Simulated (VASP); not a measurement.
# W in VASP: single point with PBE

Aim: the single point of W with PBE.

Everything below comes from runs of VASP 6.6.1. Logs are shortened: lines on timing, memory, paths and dates and some standing lists are left out, and cuts for length are marked.

## (1) The cell of the first run

The cell holds a slab with vacuum, 3 atoms: a = 4.502 Å, b = 4.502 Å, c = 17.838 Å, α = 90.00°, β = 90.00°, γ = 120.00°.

## (2) Single point, PBE, non-collinear spin, zero start, spin-orbit coupling

INCAR

```
SYSTEM = W
PREC     = Accurate       ! precision mode
ENCUT    = 520            ! plane-wave cutoff, eV
EDIFF    = 1E-6           ! SCF threshold, eV
ISMEAR   = -1             ! smearing method
SIGMA    = 0.08           ! smearing width, eV
LREAL    = .FALSE.        ! projectors in reciprocal space
LASPH    = .TRUE.         ! aspherical terms in the spheres
NELM     = 150            ! most SCF steps
ALGO     = Normal         ! electronic algorithm
ISIF     = 2              ! what is computed and relaxed
LWAVE    = .FALSE.        ! write WAVECAR
LCHARG   = .FALSE.        ! write CHGCAR
MAGMOM   = 0 0 0 0 0 0 0 0 0 ! initial moments
LORBIT   = 11             ! projections on sites
LSORBIT  = .TRUE.         ! spin-orbit coupling
GGA_COMPAT= .FALSE.      
LORBMOM  = .TRUE.       
LMAXMIX  = 4              ! l up to which the mixer works
LDIPOL   = .TRUE.       
IDIPOL   = 3            
DIPOL    = 0.5 0.5 0.500
GGA      = PE             ! functional
NBANDS   = 55             ! bands
```

KPOINTS

```
regular mesh
0
G
  9 9 1
  0 0 0
```

POSCAR

```
W
1.0
    4.5020337158      0.0000000000      0.0000000000
   -2.2510168579      3.8988755666      0.0000000000
    0.0000000000      0.0000000000     17.8379000000
W
3
Direct
    0.1666666667      0.3333333333      0.4737015133
    0.5000000000      1.0000000000      0.4999998315
    0.8333333333      0.6666666667      0.5262986550
```

Potentials or basis: VASP PAW PBE potentials, release 64 (W_sv).

On the command line:

```sh
$ cat potpaw_PBE.64/W_sv/POTCAR > POTCAR
$ mpirun -np 1 vasp_ncl > vasp.out
```

OUTCAR:

```text
SYSTEM = W
   PREC = Accurate
   ENCUT = 520
   EDIFF = 1E-6
   ISMEAR = -1
   LREAL = .FALSE.
   LASPH = .TRUE.
   NELM = 150
   ISIF = 2
   LORBIT = 11
   LSORBIT = .TRUE.
   GGA = PE

 ion  position               nearest neighbor table
   1  0.167  0.333  0.474-   2 2.64   2 2.64   2 2.64   3 2.76   3 2.76   3 2.76
   2  0.500  0.000  0.500-   1 2.64   1 2.64   1 2.64   3 2.64   3 2.64   3 2.64
   3  0.833  0.667  0.526-   2 2.64   2 2.64   2 2.64   1 2.76   1 2.76   1 2.76

  LATTYP: Found a hexagonal cell.
 ALAT       =     4.5020337158
 C/A-ratio  =     3.9621871194

  Lattice vectors:

 A1 = (   4.5020337158,   0.0000000000,   0.0000000000)
 A2 = (  -2.2510168579,   3.8988755666,   0.0000000000)
 A3 = (   0.0000000000,   0.0000000000,  17.8379000000)

Analysis of symmetry for initial positions (statically):
=====================================================================
 Subroutine PRICEL returns:
 Original cell was already a primitive cell.

 Routine SETGRP: Setting up the symmetry group for a
 hexagonal supercell.

 Subroutine GETGRP returns: Found 12 space group operations
 (whereof  4 operations were pure point group operations)
 out of a pool of 24 trial point group operations.

The static configuration has the point symmetry C_2h.
 The point group associated with its full space group is D_3d.

Analysis of symmetry for dynamics (positions and initial velocities):
=====================================================================
 Subroutine PRICEL returns:
 Original cell was already a primitive cell.

 Routine SETGRP: Setting up the symmetry group for a
 hexagonal supercell.

 Subroutine GETGRP returns: Found 12 space group operations
 (whereof  4 operations were pure point group operations)
 out of a pool of 24 trial point group operations.

The dynamic configuration has the point symmetry C_2h.
 The point group associated with its full space group is D_3d.

Analysis of structural, dynamic, and magnetic symmetry:
=====================================================================
 Subroutine PRICEL returns:
 Original cell was already a primitive cell.

 Routine SETGRP: Setting up the symmetry group for a
 hexagonal supercell.

 Subroutine GETGRP returns: Found 12 space group operations
 (whereof  4 operations were pure point group operations)
 out of a pool of 24 trial point group operations.

The overall configuration has the point symmetry C_2h.
 The point group associated with its full space group is D_3d.

 Subroutine INISYM returns: Found 12 space group operations
 (whereof  4 operations are pure point group operations),
 and found     1 'primitive' translations

----------------------------------------------------------------------------------------

                                     Primitive cell

  volume of cell :     313.1063

  direct lattice vectors                    reciprocal lattice vectors
     4.502033716  0.000000000  0.000000000     0.222121837  0.128242102  0.000000000
    -2.251016858  3.898875567  0.000000000     0.000000000  0.256484205  0.000000000
     0.000000000  0.000000000 17.837900000     0.000000000  0.000000000  0.056060411

  length of vectors
     4.502033716  4.502033716 17.837900000     0.256484205  0.256484205  0.056060411

  position of ions in fractional coordinates (direct lattice)
     0.166666667  0.333333333  0.473701513
     0.500000000  0.000000000  0.499999831
     0.833333333  0.666666667  0.526298655

  ion indices of the primitive-cell ions
   primitive index   ion index
                 1           1
                 2           2
                 3           3

----------------------------------------------------------------------------------------

 KPOINTS: regular mesh

Automatic generation of k-mesh.
 Grid dimensions read from file:
[... 96 lines left out ...]

 dipolmoment           0.000000      0.000000      0.000029 electrons x Angstroem

 Free energy of the ion-electron system (eV)
  ---------------------------------------------------
  ext. energy  EPLUGINS =         0.00000000
  ---------------------------------------------------
  free energy    TOTEN  =       -33.82543912 eV

  energy without entropy =      -33.77924374  energy(sigma->0) =      -33.80234143

 E-fermi :  -2.1105     XC(G=0):  -3.2104

 val. band max:       -2.1900052543   @ k =   0.3333   0.3333   0.0000
 cond. band min:      -1.9277068072   @ k =   0.2222   0.1111   0.0000
 fundamental gap:      0.2622984471
 Fermi energy:        -2.1105470955

 k-point     1 :       0.0000    0.0000    0.0000
  band No.  band energies     occupation
      1     -76.0366      1.00000
      2     -76.0366      1.00000
      3     -75.9408      1.00000
      4     -75.9408      1.00000
      5     -75.5000      1.00000
      6     -75.5000      1.00000
[... 673 lines left out ...]
     53       0.5239      0.00000
     54       0.5239      0.00000
 [bands above 54 left out]

------------------------ aborting loop because EDIFF is reached ----------------------------------------

 vacuum level on the upper side and lower side of the slab       (xc-potential included)        -0.112        -0.113

  FORCE on cell =-STRESS in cart. coord.  units (eV):
  Direction    XX          YY          ZZ          XY          YZ          ZX
  --------------------------------------------------------------------------------------
  -------------------------------------------------------------------------------------
  Total       -4.4026677     -4.4026677      0.0653130     -0.0000000     -0.0000000      0.0000000
  in kB      -22.5286232    -22.5286232      0.3342094     -0.0000000     -0.0000000      0.0000000
  external PRESSURE =     -14.9076790 kB  Pullay stress =       0.0000000 kB

 VOLUME and BASIS-vectors are now :
 -----------------------------------------------------------------------------
  energy-cutoff  :      520.00
  volume of cell :      313.11
      direct lattice vectors                 reciprocal lattice vectors
     4.502033716  0.000000000  0.000000000     0.222121837  0.128242102  0.000000000
    -2.251016858  3.898875567  0.000000000     0.000000000  0.256484205  0.000000000
     0.000000000  0.000000000 17.837900000     0.000000000  0.000000000  0.056060411

 POSITION                                       TOTAL-FORCE (eV/Angst)
 -----------------------------------------------------------------------------------
      0.00000      1.29963      8.44984         0.000000      0.000000     -0.101378
      2.25102      0.00000      8.91895        -0.000000      0.000000      0.000000
      2.25102      2.59925      9.38806        -0.000000      0.000000      0.101378
 -----------------------------------------------------------------------------------
    total drift:                               -0.000000     -0.000408      0.008127

  FREE ENERGIE OF THE ION-ELECTRON SYSTEM (eV)
  ---------------------------------------------------
  free  energy   TOTEN  =       -33.8254391237 eV

  energy  without entropy=      -33.7792437429  energy(sigma->0) =      -33.80234143

 vacuum level on the upper side and lower side of the slab         2.356         2.356

 orbital moment (x)

 # of ion     p       d       tot
 ----------------------------------------
  1        -0.000  -0.000  -0.000
  2         0.000   0.000   0.000
  3        -0.000  -0.000  -0.000
 ----------------------------------------
           -0.000  -0.000  -0.000

 orbital moment (y)

 # of ion     p       d       tot
 ----------------------------------------
  1        -0.000   0.000   0.000
  2         0.000   0.000   0.000
  3        -0.000  -0.000  -0.000
 ----------------------------------------
           -0.000   0.000   0.000

 orbital moment (z)

 # of ion     p       d       tot
 ----------------------------------------
  1         0.000   0.000   0.000
  2        -0.000   0.000   0.000
  3         0.000   0.000   0.000
 ----------------------------------------
            0.000   0.000   0.000

 Spin-Orbit-Coupling matrix elements

 Ion:    1  E_soc:     -1.6979592
 l=   1
     0.0000000    -0.2325497    -0.2366585
    -0.2325497     0.0000000    -0.2325497
    -0.2366585    -0.2325497     0.0000000
 l=   2
     0.0000000    -0.0088961     0.0000000    -0.0088961    -0.0381592
    -0.0088961     0.0000000    -0.0320285    -0.0094212    -0.0088961
     0.0000000    -0.0320285     0.0000000    -0.0320285     0.0000000
    -0.0088961    -0.0094212    -0.0320285     0.0000000    -0.0088961
    -0.0381592    -0.0088961     0.0000000    -0.0088961     0.0000000
 l=   3
     0.0000000     0.0000000     0.0000000     0.0000000     0.0000000     0.0000000     0.0000000
     0.0000000     0.0000000     0.0000000     0.0000000     0.0000000     0.0000000     0.0000000
     0.0000000     0.0000000     0.0000000     0.0000000     0.0000000     0.0000000     0.0000000
     0.0000000     0.0000000     0.0000000     0.0000000     0.0000000     0.0000000     0.0000000
[... 29 lines left out ...]
 l=   2
     0.0000000    -0.0088961     0.0000000    -0.0088961    -0.0381592
    -0.0088961     0.0000000    -0.0320285    -0.0094212    -0.0088961
     0.0000000    -0.0320285     0.0000000    -0.0320285     0.0000000
    -0.0088961    -0.0094212    -0.0320285     0.0000000    -0.0088961
    -0.0381592    -0.0088961     0.0000000    -0.0088961     0.0000000
 l=   3
     0.0000000     0.0000000     0.0000000     0.0000000     0.0000000     0.0000000     0.0000000
     0.0000000     0.0000000     0.0000000     0.0000000     0.0000000     0.0000000     0.0000000
     0.0000000     0.0000000     0.0000000     0.0000000     0.0000000     0.0000000     0.0000000
     0.0000000     0.0000000     0.0000000     0.0000000     0.0000000     0.0000000     0.0000000
     0.0000000     0.0000000     0.0000000     0.0000000     0.0000000     0.0000000     0.0000000
     0.0000000     0.0000000     0.0000000     0.0000000     0.0000000     0.0000000     0.0000000
     0.0000000     0.0000000     0.0000000     0.0000000     0.0000000     0.0000000     0.0000000

 total charge

# of ion       s       p       d       tot
------------------------------------------
    1        2.443   6.186   3.352  11.982
    2        2.455   6.207   3.469  12.131
    3        2.443   6.186   3.352  11.982
--------------------------------------------------
tot          7.342  18.578  10.174  36.094

 magnetization (x)

# of ion       s       p       d       tot
------------------------------------------
    1        0.000   0.000  -0.000  -0.000
    2        0.000  -0.000   0.000  -0.000
    3        0.000   0.000  -0.000  -0.000
--------------------------------------------------
tot          0.000  -0.000  -0.000  -0.000

 magnetization (y)

# of ion       s       p       d       tot
------------------------------------------
    1        0.000  -0.000   0.000  -0.000
    2        0.000   0.000   0.000   0.000
    3        0.000   0.000   0.000   0.000
--------------------------------------------------
tot          0.000   0.000   0.000   0.000

 magnetization (z)

# of ion       s       p       d       tot
------------------------------------------
    1        0.000   0.000   0.000   0.000
    2       -0.000  -0.000  -0.000  -0.000
    3        0.000   0.000   0.000   0.000
--------------------------------------------------
tot         -0.000  -0.000  -0.000  -0.000
```

Run time: 9.1 min. Hardware: 1 thread of Intel Xeon 6975P-C (Granite Rapids), shared host; peak memory 1.2 GiB.

Results:

```yaml
Free_energy: -33.8254 eV
Largest_force: 0.101 eV/Å
Net_moment: 0.00 μB per cell
Valence_electrons_inside_the_program's_atomic_spheres: W 11.98, 12.13 (each value once)
```

Forces in eV/Å, atoms in the order of the input:
```
W    0.000  0.000 -0.101
W    0.000  0.000  0.000
W    0.000  0.000  0.101
```

Moments on the atoms (μB; x, y, z):
```
W   0.00 0.00 0.00
W   0.00 0.00 0.00
W   0.00 0.00 0.00
```
